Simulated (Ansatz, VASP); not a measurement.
# P: VASP beside Ansatz

```
P
1.0
    -0.00066   -0.00093    2.40168
     5.72727    0.34127    0.00041
     0.68154   11.44565    0.00241
P
8
Direct
  0.00009 0.69642 0.50528
  0.00002 0.69813 0.00526
  0.00003 0.30207 0.49456
  0.99992 0.30360 0.99481
  0.99997 0.00986 0.34877
  0.00006 0.01106 0.84862
  0.99984 0.99010 0.15127
  0.00007 0.98876 0.65143
```

Change from the starting cell: cell x2, atoms moved at random (sigma 0.05 Å) and cell strained at random (1.5 %), then relaxed without symmetry.

Alike in both runs: functional PBE; k mesh 8 × 4 × 2; occupations gaussian, width 0.2 eV; no spin polarisation.

Ansatz relaxed the structure, and its values are those at the end. VASP's run is a single point on that final structure, the one shown.

|  | VASP | Ansatz |
| --- | --- | --- |
| version | VASP 6.6.1 | Ansatz 0.2.0 |
| potentials or method | VASP PAW PBE potentials, release 64 (P), cutoff 520 eV | scalar-relativistic, plane waves, PAW |
| valence electrons in the cell | 40 | 40 |

VASP gave:

```
gap on the k mesh at the Fermi level (eV) : none
pressure (GPa)                            : -0.1
rms of the force components (eV/Å)        : 0.003
```

**Question.** Estimate Ansatz's values.

**Answer.** gap on the k mesh at the Fermi level (eV): none; pressure (GPa): 0.1; rms of the force components (eV/Å): 0.006.

A gap of «none» marks a metal or a gap that the smearing closes.
